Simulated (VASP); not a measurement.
# AgRh (P-6m2) in VASP: settings compared

Aim: see how the results for AgRh move with the level of theory and the settings. Levels: BLYP, LDA, PBEsol. Tasks: single point.

All numbers are computed with VASP 6.6.1; they aren't measurements. Logs are shortened: lines on timing, memory, paths and dates and some standing lists are left out, and cuts for length are marked.

### Step 1. The cell of the first run

Symmetry: P-6m2, No. 187, hexagonal system. Conventional cell: a = 2.832 Å, b = 2.832 Å, c = 4.903 Å, α = 90.00°, β = 90.00°, γ = 120.00°. Within 3.7 Å of Ag (site symmetry -6m2) lie 6 Ag at 2.83 Å and 6 Rh at 2.95 Å. Rh (site symmetry -6m2) has 6 Rh at 2.83 Å and 6 Ag at 2.95 Å within 3.7 Å.

### Step 2. Single point, BLYP (17.03 Å³/atom)

File INCAR:

```
PREC = Accurate
ENCUT = 520
EDIFF = 1E-6
ISMEAR = 1
SIGMA = 0.1
LREAL = F
LASPH = T
NELM = 100
ALGO = Normal
ISIF = 2
LWAVE = F
LCHARG = F
GGA = B5
ALDAX = 1.0
AGGAX = 1.0
AGGAC = 1.0
ALDAC = 0.0
NBANDS = 20
```

File KPOINTS:

```
Automatic mesh
0
Gamma
  11 11 6
```

File POSCAR:

```
AgRh
1.0
    2.8320645439      0.0000000000      0.0000000000
   -1.4160322720      2.4526398402      0.0000000000
    0.0000000000      0.0000000000      4.9029122571
Ag Rh
1 1
Direct
    0.0000000000      0.0000000000      0.5000000000
    0.6666666667      0.3333333333      0.0000000000
```

Potentials or basis: VASP PAW PBE potentials, release 64 (Ag, Rh_pv).

Command:

```sh
$ cat potpaw_PBE.64/Ag/POTCAR potpaw_PBE.64/Rh_pv/POTCAR > POTCAR
$ mpirun -np 1 vasp_std > vasp.out
```

OUTCAR:

```text
PREC = Accurate
   ENCUT = 520
   EDIFF = 1E-6
   ISMEAR = 1
   LREAL = F
   LASPH = T
   NELM = 100
   ISIF = 2
   GGA = B5

 ion  position               nearest neighbor table
   1  0.000  0.000  0.500-   2 2.95   2 2.95   2 2.95   2 2.95   2 2.95   2 2.95
   2  0.667  0.333  0.000-   1 2.95   1 2.95   1 2.95   1 2.95   1 2.95   1 2.95

  LATTYP: Found a hexagonal cell.
 ALAT       =     2.8320645439
 C/A-ratio  =     1.7312148721

  Lattice vectors:

 A1 = (   2.8320645439,   0.0000000000,   0.0000000000)
 A2 = (  -1.4160322720,   2.4526398402,   0.0000000000)
 A3 = (   0.0000000000,   0.0000000000,   4.9029122571)

Analysis of symmetry for initial positions (statically):
=====================================================================
 Subroutine PRICEL returns:
 Original cell was already a primitive cell.

 Routine SETGRP: Setting up the symmetry group for a
 hexagonal supercell.

 Subroutine GETGRP returns: Found 12 space group operations
 (whereof 12 operations were pure point group operations)
 out of a pool of 24 trial point group operations.

The static configuration has the point symmetry D_3h.

Analysis of symmetry for dynamics (positions and initial velocities):
=====================================================================
 Subroutine PRICEL returns:
 Original cell was already a primitive cell.

 Routine SETGRP: Setting up the symmetry group for a
 hexagonal supercell.

 Subroutine GETGRP returns: Found 12 space group operations
 (whereof 12 operations were pure point group operations)
 out of a pool of 24 trial point group operations.

The dynamic configuration has the point symmetry D_3h.

 Subroutine INISYM returns: Found 12 space group operations
 (whereof 12 operations are pure point group operations),
 and found     1 'primitive' translations

----------------------------------------------------------------------------------------

                                     Primitive cell

  volume of cell :      34.0558

  direct lattice vectors                    reciprocal lattice vectors
     2.832064544  0.000000000  0.000000000     0.353099297  0.203861974  0.000000000
    -1.416032272  2.452639840  0.000000000     0.000000000  0.407723949  0.000000000
     0.000000000  0.000000000  4.902912257     0.000000000  0.000000000  0.203960411

  length of vectors
[... 71 lines left out ...]
   NGXF,Y,Z  is equivalent  to a cutoff of  28.18, 28.18, 24.41 a.u.
 SYSTEM =  unknown system
   PREC   = accura    normal or accurate (medium, high low for compatibility)
   ISTART =      0    job   : 0-new  1-cont  2-samecut
   ICHARG =      2    charge: 1-file 2-atom 10-const
   ISPIN  =      1    spin polarized calculation?
   LNONCOLLINEAR =      F non collinear calculations
   LSORBIT =      F    spin-orbit coupling
   LASPH  =      T    aspherical Exc in radial PAW
   ENCUT  =  520.0 eV  38.22 Ry    6.18 a.u.   5.27  5.27  9.12*2*pi/ulx,y,z
   NELM   =    100;   NELMIN=  2; NELMDL= -5     # of ELM steps
   EDIFF  = 0.1E-05   stopping-criterion for ELM
   LREAL  =      F    real-space projection
   EDIFFG = 0.1E-04   stopping-criterion for IOM
   NSW    =      0    number of steps for IOM
   IBRION =     -1    ionic relax: 0-MD 1-quasi-New 2-CG
   NFREE  =      0    steps in history (QN), initial steepest desc. (CG)
   ISIF   =      2    stress and relaxation
   ISYM   =      2    0-nonsym 1-usesym 2-fastsym
   POTIM  = 0.5000    time-step for ionic-motion
   TEBEG  =    0.0;   TEEND  =   0.0 temperature during run
   PSTRESS=    0.0 pullay stress
   NELECT =      26.0000    total number of electrons
   NUPDOWN=      -1.0000    fix difference up-down
   EMIN   =  10.00;   EMAX   =-10.00  energy-range for DOS
   EFERMI =   0.00;   METHOD = LEGACY
   ISMEAR =     1;   SIGMA  =   0.10  broadening in eV -4-tet -1-fermi 0-gaus
   EFERMI_NEDOS =   21; number of points for ismear=-14 and -15
   IALGO  =     38    algorithm
   IMIX   =      4    mixing-type and parameters
     AMIX     =   0.40;   BMIX     =  1.00
     AMIX_MAG =   1.60;   BMIX_MAG =  1.00
  volume/ion in A,a.u.               =      17.03       114.91
  Fermi-wavevector in a.u.,A,eV,Ry     =   1.496243  2.827490 30.459968  2.238744
  Thomas-Fermi vector in A             =   2.608285
   LORBIT       =      0    0 simple, 1 ext, 2 COOP (PROOUT), +10 PAW based schemes
   GGA     = B5    functional components
   LHFCALC =     F    Hartree Fock is set to
   AEXX    =    0.0000 exact exchange contribution
   IVDW    =     0    specifies the selected vdW correction
   LEPSILON=     F    determine dielectric tensor
   LRPA    =     F    only Hartree local field effects (RPA)
 non-spin polarized calculation
 Methfessel and Paxton  Order N= 1 SIGMA  =   0.10
  energy-cutoff  :      520.00
  volume of cell :       34.06
 maximum number of plane-waves:       930
 NGX is ok and might be reduce to    24
   NGX = 11   NGY = 11   NGZ = 19

 number of electron      26.0000003 magnetization

 Free energy of the ion-electron system (eV)
  ---------------------------------------------------
  ext. energy  EPLUGINS =         0.00000000
  ---------------------------------------------------
  free energy    TOTEN  =        -7.77252858 eV

  energy without entropy =       -7.77242900  energy(sigma->0) =       -7.77249539

 E-fermi :   8.4645     XC(G=0): -11.8392

 val. band max:        8.4522607045   @ k =   0.0909   0.0909   0.3333
 cond. band min:       8.4691555402   @ k =   0.2727   0.0000   0.0000
 fundamental gap:      0.0168948357
 Fermi energy:         8.4644532265

 k-point     1 :       0.0000    0.0000    0.0000
  band No.  band energies     occupation
      1     -36.9057      2.00000
      2     -36.9057      2.00000
      3     -36.8631      2.00000
      4       1.8474      2.00000
      5       3.1003      2.00000
      6       4.3461      2.00000
[... 541 lines left out ...]
     19      25.0580      0.00000
     20      26.2245      0.00000

 [... further k-points ...]
[... 5 lines left out ...]
  --------------------------------------------------------------------------------------
  -------------------------------------------------------------------------------------
  Total       -0.2840930     -0.2840930     -0.1618588      0.0000000      0.0000000      0.0000000
  in kB      -13.3653422    -13.3653422     -7.6147545      0.0000000      0.0000000      0.0000000
  external PRESSURE =     -11.4484797 kB  Pullay stress =       0.0000000 kB

 VOLUME and BASIS-vectors are now :
 -----------------------------------------------------------------------------
  energy-cutoff  :      520.00
  volume of cell :       34.06
      direct lattice vectors                 reciprocal lattice vectors
     2.832064544  0.000000000  0.000000000     0.353099297  0.203861974  0.000000000
    -1.416032272  2.452639840  0.000000000     0.000000000  0.407723949  0.000000000
     0.000000000  0.000000000  4.902912257     0.000000000  0.000000000  0.203960411

 POSITION                                       TOTAL-FORCE (eV/Angst)
 -----------------------------------------------------------------------------------
      0.00000      0.00000      2.45146        -0.000000      0.000000      0.000000
      1.41603      0.81755      0.00000         0.000000      0.000000      0.000000
 -----------------------------------------------------------------------------------
    total drift:                               -0.000000      0.000000      0.000000

  FREE ENERGIE OF THE ION-ELECTRON SYSTEM (eV)
  ---------------------------------------------------
  free  energy   TOTEN  =        -7.7725285785 eV

  energy  without entropy=       -7.7724290001  energy(sigma->0) =       -7.77249539
```

Wall time 46 s (1 thread of Intel Xeon 8259CL, shared host); peak memory 0.19 GiB.

What came out:

```
Free energy            : -7.7725 eV
Pressure               : -1.1 GPa
Band gap on the k mesh : zero (bands 13 and 14 overlap by 1.19 eV)
```

Stress tensor (GPa, compression positive):
```
-1.34  0.00  0.00
 0.00 -1.34  0.00
 0.00  0.00 -0.76
```

Levels at points of the mesh, in eV from the Fermi level:
| k point | band 11 | band 12 | band 13 | band 14 | band 15 | band 16 |
| --- | --- | --- | --- | --- | --- | --- |
| (0.00, 0.00, 0.00) | -1.60 | -1.60 | 0.13 | 0.13 | 0.57 | 4.96 |
| (0.00, 0.00, 0.50) | -2.15 | -1.46 | -1.46 | 0.10 | 0.10 | 11.29 |

Caveat: the PAW data sets were made with another functional, which shifts forces and pressure a little.

### Step 3. Single point, LDA

This run uses another cell than the first one, of 14.59 Å³/atom.

File INCAR:

```
ALGO = Normal
EDIFF = 1E-6
ENCUT = 520
GGA = CA
ISIF = 2
ISMEAR = -1
LASPH = T
LCHARG = F
LREAL = F
LWAVE = F
NBANDS = 20
NELM = 100
PREC = Accurate
SIGMA = 0.05
```

File KPOINTS:

```
k-points
0
Gamma
  11 11 6
```

File POSCAR:

```
AgRh
1.0
    2.6994309963      0.0000000000      0.0000000000
   -1.3497154982      2.3377758186      0.0000000000
    0.0000000000      0.0000000000      4.6247387593
Ag Rh
1 1
Direct
    0.0000000000      0.0000000000      0.5000000000
    0.6666666667      0.3333333333      0.0000000000
```

Potentials or basis: VASP PAW LDA potentials, release 64 (Ag, Rh_pv).

Command:

```sh
$ cat potpaw_LDA.64/Ag/POTCAR potpaw_LDA.64/Rh_pv/POTCAR > POTCAR
$ mpirun -np 1 vasp_std > vasp.out
```

Run time: 64 s. Hardware: 1 thread of AMD EPYC, shared host; peak memory 0.12 GiB.

It converged, with:

| Quantity | Value |
| --- | --- |
| Free energy | -11.9301 eV |
| Pressure | 0.4 GPa |
| Band gap on the k mesh | zero (bands 13 and 14 overlap by 1.54 eV) |

Stress tensor (GPa, compression positive):
```
0.44 0.00 0.00
0.00 0.44 0.00
0.00 0.00 0.35
```

Levels at points of the mesh, in eV from the Fermi level:
```csv
k point,band 10,band 11,band 12,band 13,band 14,band 15,band 16,band 17
"(0.00, 0.00, 0.00)",-3.28,-2.07,-2.07,0.00,0.14,0.14,6.15,16.75
"(0.00, 0.00, 0.50)",-3.42,-2.88,-1.78,-1.78,0.09,0.09,12.49,13.59
```

### Step 4. Single point, PBEsol

This run uses another cell than the first one, of 15.01 Å³/atom.

File INCAR:

```
ALGO     = Normal         # electronic algorithm
EDIFF    = 1E-7           # SCF threshold, eV
ENCUT    = 520            # plane-wave cutoff, eV
GGA      = PS             # functional
ISIF     = 2              # what is computed and relaxed
ISMEAR   = -1             # smearing method
LASPH    = T              # aspherical terms in the spheres
LCHARG   = F              # write CHGCAR
LREAL    = F              # projectors in reciprocal space
LWAVE    = F              # write WAVECAR
NBANDS   = 20             # bands
NELM     = 60             # most SCF steps
PREC     = Accurate       # precision mode
SIGMA    = 0.05           # smearing width, eV
```

KPOINTS is that of step 3.

File POSCAR:

```
AgRh
1.0
    2.7248099849      0.0000000000      0.0000000000
   -1.3624049924      2.3597546674      0.0000000000
    0.0000000000      0.0000000000      4.6702603863
Ag Rh
1 1
Direct
    0.0000000000      0.0000000000      0.5000000000
    0.6666666667      0.3333333333      0.0000000000
```

Potentials or basis: VASP PAW PBE potentials, release 64 (Ag, Rh_pv).

Command:

```sh
$ cat potpaw_PBE.64/Ag/POTCAR potpaw_PBE.64/Rh_pv/POTCAR > POTCAR
$ mpirun -np 1 vasp_std > vasp.out
```

Run time: 1.8 min. Hardware: 1 thread of AMD EPYC, shared host; peak memory 0.14 GiB.

It converged, with:

| Quantity | Value |
| --- | --- |
| Free energy | -10.9072 eV |
| Pressure | -0.2 GPa |
| Band gap on the k mesh | zero (bands 13 and 14 overlap by 1.46 eV) |

Levels at points of the mesh, in eV from the Fermi level:
| k point | band 11 | band 12 | band 13 | band 14 | band 15 | band 16 |
| --- | --- | --- | --- | --- | --- | --- |
| (0.00, 0.00, 0.00) | -1.97 | -1.97 | 0.04 | 0.13 | 0.13 | 5.94 |
| (0.00, 0.00, 0.50) | -2.74 | -1.71 | -1.71 | 0.09 | 0.09 | 12.25 |

Caveat: the PAW data sets were made with another functional, which shifts forces and pressure a little.

### Step 5. Summary

| level | potentials or basis | cell | smearing | gap on the mesh (eV) | pressure (GPa) |
| --- | --- | --- | --- | --- | --- |
| BLYP | VASP PAW PBE potentials, release 64 (Ag, Rh_pv) | a = 2.832, b = 2.832, c = 4.903 Å, angles 90.0, 90.0, 120.0°, 2 atoms | methfessel-paxton 0.1 eV | none | -1.1 |
| LDA | VASP PAW LDA potentials, release 64 (Ag, Rh_pv) | a = 2.699, b = 2.699, c = 4.625 Å, angles 90.0, 90.0, 120.0°, 2 atoms | fermi-dirac 0.05 eV | none | 0.4 |
| PBEsol | VASP PAW PBE potentials, release 64 (Ag, Rh_pv) | a = 2.725, b = 2.725, c = 4.670 Å, angles 90.0, 90.0, 120.0°, 2 atoms | fermi-dirac 0.05 eV | none | -0.2 |

Alike in all rows: task single point; no spin polarisation; k mesh 11 × 11 × 6; cutoff (eV) 520.

Caveats: the PAW data sets were made with another functional, which shifts forces and pressure a little (at least some runs).

Absolute energies hang on the potentials; compare differences alone.
